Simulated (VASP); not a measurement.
# YTi (Pm-3m) in VASP: single point with PBE

Aim: the single point of YTi with PBE.

All numbers are computed with VASP 6.6.1; they aren't measurements. Logs are shortened: lines on timing, memory, paths and dates and some standing lists are left out, and cuts for length are marked.

## 1. The cell of the first run

It takes space group Pm-3m (No. 221, cubic). The conventional cell has a = 3.494 Å, b = 3.494 Å, c = 3.494 Å, α = 90.00°, β = 90.00°, γ = 90.00°. Y (site symmetry m-3m) has 8 Ti at 3.03 Å and 6 Y at 3.49 Å within 4.0 Å. Within 4.0 Å of Ti (site symmetry m-3m) lie 8 Y at 3.03 Å and 6 Ti at 3.49 Å.

## 2. Single point, PBE (21.32 Å³/atom)

Input file INCAR:

```
SYSTEM = YTi
PREC = Accurate
ENCUT = 550
EDIFF = 1E-6
ISMEAR = -1
SIGMA = 0.05
LREAL = .False.
LASPH = .True.
NELM = 300
ALGO = All
ISIF = 2
LWAVE = .False.
LCHARG = .False.
GGA = PE
NBANDS = 18
GGA_COMPAT = .False.
ISEARCH = 1
KPAR = 4
```

Input file KPOINTS:

```
regular mesh
0
Gamma
  8 8 8
  0 0 0
```

Input file POSCAR:

```
YTi
1.0
    3.4938514525      0.0000000000      0.0000000000
    0.0000000000      3.4938514525      0.0000000000
    0.0000000000      0.0000000000      3.4938514525
Y Ti
1 1
Direct
    0.5000000000      0.5000000000      0.5000000000
    0.0000000000      0.0000000000      0.0000000000
```

Potentials or basis: VASP PAW PBE potentials, release 64 (Y_sv, Ti_sv).

Command:

```bash
> cat potpaw_PBE.64/Y_sv/POTCAR potpaw_PBE.64/Ti_sv/POTCAR > POTCAR
> mpirun -np 4 vasp_std > vasp.out
```

OUTCAR:

```text
SYSTEM = YTi
   PREC = Accurate
   ENCUT = 550
   EDIFF = 1E-6
   ISMEAR = -1
   LREAL = .False.
   LASPH = .True.
   NELM = 300
   ISIF = 2
   GGA = PE

 ion  position               nearest neighbor table
   1  0.500  0.500  0.500-   2 3.03   2 3.03   2 3.03   2 3.03   2 3.03   2 3.03   2 3.03   2 3.03

   2  0.000  0.000  0.000-   1 3.03   1 3.03   1 3.03   1 3.03   1 3.03   1 3.03   1 3.03   1 3.03

  LATTYP: Found a simple cubic cell.
 ALAT       =     3.4938514525

  Lattice vectors:

 A1 = (   3.4938514525,   0.0000000000,   0.0000000000)
 A2 = (   0.0000000000,   3.4938514525,   0.0000000000)
 A3 = (   0.0000000000,   0.0000000000,   3.4938514525)

Analysis of symmetry for initial positions (statically):
=====================================================================
 Subroutine PRICEL returns:
 Original cell was already a primitive cell.

 Routine SETGRP: Setting up the symmetry group for a
 simple cubic supercell.

 Subroutine GETGRP returns: Found 48 space group operations
 (whereof 48 operations were pure point group operations)
 out of a pool of 48 trial point group operations.

The static configuration has the point symmetry O_h .

Analysis of symmetry for dynamics (positions and initial velocities):
=====================================================================
 Subroutine PRICEL returns:
 Original cell was already a primitive cell.

 Routine SETGRP: Setting up the symmetry group for a
 simple cubic supercell.

 Subroutine GETGRP returns: Found 48 space group operations
 (whereof 48 operations were pure point group operations)
 out of a pool of 48 trial point group operations.

The dynamic configuration has the point symmetry O_h .

 Subroutine INISYM returns: Found 48 space group operations
 (whereof 48 operations are pure point group operations),
 and found     1 'primitive' translations

----------------------------------------------------------------------------------------

                                     Primitive cell

  volume of cell :      42.6494

  direct lattice vectors                    reciprocal lattice vectors
     3.493851452  0.000000000  0.000000000     0.286217091  0.000000000  0.000000000
     0.000000000  3.493851452  0.000000000     0.000000000  0.286217091  0.000000000
     0.000000000  0.000000000  3.493851452     0.000000000  0.000000000  0.286217091

  length of vectors
     3.493851452  3.493851452  3.493851452     0.286217091  0.286217091  0.286217091

  position of ions in fractional coordinates (direct lattice)
     0.500000000  0.500000000  0.500000000
     0.000000000  0.000000000  0.000000000

  ion indices of the primitive-cell ions
   primitive index   ion index
                 1           1
                 2           2

----------------------------------------------------------------------------------------

 KPOINTS: regular mesh

Automatic generation of k-mesh.
 Grid dimensions read from file:
 generate k-points for:    8    8    8

 Generating k-lattice:

  Cartesian coordinates                     Fractional coordinates (reciprocal lattice)
     0.035777136  0.000000000  0.000000000     0.125000000  0.000000000  0.000000000
     0.000000000  0.035777136  0.000000000     0.000000000  0.125000000  0.000000000
     0.000000000  0.000000000  0.035777136     0.000000000  0.000000000  0.125000000

  Length of vectors
     0.035777136  0.035777136  0.035777136

  Shift w.r.t. Gamma in fractional coordinates (k-lattice)
     0.000000000  0.000000000  0.000000000

 Subroutine IBZKPT returns following result:
 ===========================================

 Found     35 irreducible k-points:

 Following reciprocal coordinates:
            Coordinates               Weight
  0.000000  0.000000  0.000000      1.000000
  0.125000  0.000000  0.000000      6.000000
  0.250000  0.000000  0.000000      6.000000
  0.375000  0.000000  0.000000      6.000000
  0.500000  0.000000  0.000000      3.000000
  0.125000  0.125000  0.000000     12.000000
[... 16 lines left out ...]
  0.375000  0.375000  0.125000     24.000000
  0.500000  0.375000  0.125000     24.000000
 [... further k-points ...]
   k-points           NKPTS =     35   k-points in BZ     NKDIM =     35   number of bands    NBANDS=     18
   number of dos      NEDOS =    301   number of ions     NIONS =      2
   total plane-waves  NPLWV =  21952
   dimension x,y,z NGX =    28 NGY =   28 NGZ =   28
   dimension x,y,z NGXF=    56 NGYF=   56 NGZF=   56
   ions per type =               1   1
   NGX,Y,Z   is equivalent  to a cutoff of  13.32, 13.32, 13.32 a.u.
   NGXF,Y,Z  is equivalent  to a cutoff of  26.65, 26.65, 26.65 a.u.
 SYSTEM =  YTi
   PREC   = accura    normal or accurate (medium, high low for compatibility)
   ISTART =      0    job   : 0-new  1-cont  2-samecut
   ICHARG =      2    charge: 1-file 2-atom 10-const
   ISPIN  =      1    spin polarized calculation?
   LNONCOLLINEAR =      F non collinear calculations
   LSORBIT =      F    spin-orbit coupling
   LASPH  =      T    aspherical Exc in radial PAW
   ENCUT  =  550.0 eV  40.42 Ry    6.36 a.u.   6.68  6.68  6.68*2*pi/ulx,y,z
   NELM   =    300;   NELMIN=  2; NELMDL= -5     # of ELM steps
   EDIFF  = 0.1E-05   stopping-criterion for ELM
   LREAL  =      F    real-space projection
   EDIFFG = 0.1E-04   stopping-criterion for IOM
   NSW    =      0    number of steps for IOM
   IBRION =     -1    ionic relax: 0-MD 1-quasi-New 2-CG
   NFREE  =      0    steps in history (QN), initial steepest desc. (CG)
   ISIF   =      2    stress and relaxation
   ISYM   =      2    0-nonsym 1-usesym 2-fastsym
   POTIM  = 0.5000    time-step for ionic-motion
   TEBEG  =    0.0;   TEEND  =   0.0 temperature during run
   PSTRESS=    0.0 pullay stress
   NELECT =      23.0000    total number of electrons
   NUPDOWN=      -1.0000    fix difference up-down
   EMIN   =  10.00;   EMAX   =-10.00  energy-range for DOS
   EFERMI =   0.00;   METHOD = LEGACY
   ISMEAR =    -1;   SIGMA  =   0.05  broadening in eV -4-tet -1-fermi 0-gaus
   EFERMI_NEDOS =   21; number of points for ismear=-14 and -15
   IALGO  =     58    algorithm
   IMIX   =      4    mixing-type and parameters
     AMIX     =   0.40;   BMIX     =  1.00
     AMIX_MAG =   1.60;   BMIX_MAG =  1.00
  volume/ion in A,a.u.               =      21.32       143.91
  Fermi-wavevector in a.u.,A,eV,Ry     =   1.332538  2.518132 24.159295  1.775658
  Thomas-Fermi vector in A             =   2.461465
   LORBIT       =      0    0 simple, 1 ext, 2 COOP (PROOUT), +10 PAW based schemes
   GGA     = PE    functional components
   LHFCALC =     F    Hartree Fock is set to
   AEXX    =    0.0000 exact exchange contribution
   IVDW    =     0    specifies the selected vdW correction
   LEPSILON=     F    determine dielectric tensor
   LRPA    =     F    only Hartree local field effects (RPA)
 non-spin polarized calculation
  energy-cutoff  :      550.00
  volume of cell :       42.65
 maximum number of plane-waves:      1273
 NGX is ok and might be reduce to    28
   NGX = 13   NGY = 13   NGZ = 13

 number of electron      22.9999993 magnetization

 Free energy of the ion-electron system (eV)
  ---------------------------------------------------
  ext. energy  EPLUGINS =         0.00000000
  ---------------------------------------------------
  free energy    TOTEN  =       -13.40400720 eV

  energy without entropy =      -13.37248277  energy(sigma->0) =      -13.38824498

 E-fermi :   5.9037     XC(G=0): -10.9025

 val. band max:        5.8707074933   @ k =   0.5000   0.5000   0.5000
 cond. band min:       5.9056896607   @ k =   0.3750   0.3750   0.3750
 fundamental gap:      0.0349821674
 Fermi energy:         5.9037160787

 k-point     1 :       0.0000    0.0000    0.0000
  band No.  band energies     occupation
      1     -50.9057      2.00000
      2     -35.7236      2.00000
      3     -27.1493      2.00000
      4     -27.1493      2.00000
      5     -27.1493      2.00000
      6     -15.6223      2.00000
[... 10 lines left out ...]
     17      11.9781      0.00000
     18      11.9782      0.00000

 k-point     2 :       0.1250    0.0000    0.0000
  band No.  band energies     occupation
      1     -50.9050      2.00000
      2     -35.7195      2.00000
      3     -27.1567      2.00000
      4     -27.1481      2.00000
      5     -27.1481      2.00000
      6     -15.6932      2.00000
[... 10 lines left out ...]
     17      10.9071      0.00000
     18      10.9158      0.00000

 k-point     3 :       0.2500    0.0000    0.0000
  band No.  band energies     occupation
      1     -50.9035      2.00000
      2     -35.7096      2.00000
      3     -27.1743      2.00000
      4     -27.1453      2.00000
      5     -27.1453      2.00000
      6     -15.8600      2.00000
[... 10 lines left out ...]
     17       9.6297      0.00000
     18       9.6297      0.00000

 k-point     4 :       0.3750    0.0000    0.0000
  band No.  band energies     occupation
      1     -50.9019      2.00000
      2     -35.6996      2.00000
      3     -27.1918      2.00000
      4     -27.1424      2.00000
      5     -27.1424      2.00000
      6     -16.0210      2.00000
[... 10 lines left out ...]
     17       8.7313      0.00000
     18       8.8238      0.00000

 k-point     5 :       0.5000    0.0000    0.0000
  band No.  band energies     occupation
      1     -50.9012      2.00000
      2     -35.6954      2.00000
      3     -27.1990      2.00000
      4     -27.1412      2.00000
      5     -27.1412      2.00000
      6     -16.0862      2.00000
[... 10 lines left out ...]
     17       8.3906      0.00000
     18       8.5508      0.00000

 k-point     6 :       0.1250    0.1250    0.0000
  band No.  band energies     occupation
      1     -50.9044      2.00000
      2     -35.7152      2.00000
      3     -27.1579      2.00000
      4     -27.1538      2.00000
      5     -27.1470      2.00000
      6     -15.6977      2.00000
[... 10 lines left out ...]
     17      10.0422      0.00000
     18      10.3155      0.00000

 k-point     7 :       0.2500    0.1250    0.0000
  band No.  band energies     occupation
      1     -50.9028      2.00000
      2     -35.7049      2.00000
      3     -27.1748      2.00000
      4     -27.1535      2.00000
      5     -27.1443      2.00000
      6     -15.8520      2.00000
[... 10 lines left out ...]
     17       9.4094      0.00000
     18       9.5212      0.00000

 k-point     8 :       0.3750    0.1250    0.0000
  band No.  band energies     occupation
      1     -50.9013      2.00000
      2     -35.6945      2.00000
      3     -27.1928      2.00000
      4     -27.1518      2.00000
      5     -27.1415      2.00000
      6     -16.0086      2.00000
[... 10 lines left out ...]
     17       9.1812      0.00000
     18       9.1839      0.00000
[... 229 lines left out ...]
     17       8.5709      0.00000
     18       9.9374      0.00000

 k-point    20 :       0.2500    0.2500    0.1250
  band No.  band energies     occupation
      1     -50.9007      2.00000
      2     -35.6888      2.00000
      3     -27.1771      2.00000
      4     -27.1706      2.00000
      5     -27.1507      2.00000
      6     -15.8378      2.00000
[... 10 lines left out ...]
     17       9.2053      0.00000
     18       9.7667      0.00000

 k-point    21 :       0.3750    0.2500    0.1250
  band No.  band energies     occupation
      1     -50.8992      2.00000
      2     -35.6773      2.00000
      3     -27.1949      2.00000
      4     -27.1733      2.00000
      5     -27.1486      2.00000
      6     -15.9705      2.00000
[... 10 lines left out ...]
     17       9.0730      0.00000
     18      10.3640      0.00000

 k-point    22 :       0.5000    0.2500    0.1250
  band No.  band energies     occupation
      1     -50.8985      2.00000
      2     -35.6726      2.00000
      3     -27.2032      2.00000
      4     -27.1735      2.00000
      5     -27.1476      2.00000
      6     -16.0295      2.00000
[... 10 lines left out ...]
     17       8.8406      0.00000
     18      10.9181      0.00000

 k-point    23 :       0.3750    0.3750    0.1250
  band No.  band energies     occupation
      1     -50.8977      2.00000
      2     -35.6651      2.00000
      3     -27.1977      2.00000
      4     -27.1944      2.00000
      5     -27.1462      2.00000
      6     -15.9498      2.00000
[... 10 lines left out ...]
     17       9.5154      0.00000
     18      11.3193      0.00000

 k-point    24 :       0.5000    0.3750    0.1250
  band No.  band energies     occupation
      1     -50.8971      2.00000
      2     -35.6600      2.00000
      3     -27.2054      2.00000
      4     -27.1967      2.00000
      5     -27.1453      2.00000
      6     -15.9993      2.00000
[... 10 lines left out ...]
     17       9.6532      0.00000
     18      11.6930      0.00000

 [... further k-points ...]
[... 5 lines left out ...]
  --------------------------------------------------------------------------------------
  -------------------------------------------------------------------------------------
  Total        2.1514771      2.1514771      2.1514771      0.0000000      0.0000000     -0.0000000
  in kB       80.8228202     80.8228202     80.8228202      0.0000000      0.0000000     -0.0000000
  external PRESSURE =      80.8228202 kB  Pullay stress =       0.0000000 kB

 VOLUME and BASIS-vectors are now :
 -----------------------------------------------------------------------------
  energy-cutoff  :      550.00
  volume of cell :       42.65
      direct lattice vectors                 reciprocal lattice vectors
     3.493851452  0.000000000  0.000000000     0.286217091  0.000000000  0.000000000
     0.000000000  3.493851452  0.000000000     0.000000000  0.286217091  0.000000000
     0.000000000  0.000000000  3.493851452     0.000000000  0.000000000  0.286217091

 POSITION                                       TOTAL-FORCE (eV/Angst)
 -----------------------------------------------------------------------------------
      1.74693      1.74693      1.74693         0.000000      0.000000      0.000000
      0.00000      0.00000      0.00000         0.000000      0.000000      0.000000
 -----------------------------------------------------------------------------------
    total drift:                                0.000000      0.000000      0.000000

  FREE ENERGIE OF THE ION-ELECTRON SYSTEM (eV)
  ---------------------------------------------------
  free  energy   TOTEN  =       -13.4040071996 eV

  energy  without entropy=      -13.3724893330  energy(sigma->0) =      -13.38824827
```

Run time: 31 s. Hardware: 4 MPI ranks of Intel Xeon Platinum 8259CL at 2.50GHz (Skylake/Cascade Lake), shared host; peak memory 0.2 GiB.

Results:

```
Free energy            : -13.4040 eV
Pressure               : 8.1 GPa
Band gap on the k mesh : zero (an odd number of electrons rules out a gap without spin polarisation)
```

Levels at points of the mesh, in eV from the Fermi level:
| k point | band 8 | band 9 | band 10 | band 11 | band 12 | band 13 | band 14 | band 15 |
| --- | --- | --- | --- | --- | --- | --- | --- | --- |
| (0.00, 0.00, 0.00) | -21.53 | -5.43 | -2.12 | -2.12 | 1.03 | 1.03 | 1.03 | 3.36 |
| (0.50, 0.00, 0.00) | -21.50 | -2.42 | -1.94 | -0.34 | 0.63 | 0.95 | 0.95 | 1.60 |
| (0.50, 0.50, 0.00) | -21.46 | -2.78 | -2.08 | -0.30 | -0.30 | 1.58 | 1.58 | 2.25 |
| (0.50, 0.50, 0.50) | -21.88 | -0.76 | -0.76 | -0.76 | -0.03 | -0.03 | -0.03 | 2.30 |

Caveat: the cell stands under pressure.

The gap in the log of VASP goes by the Fermi energy; the results here count the filled bands.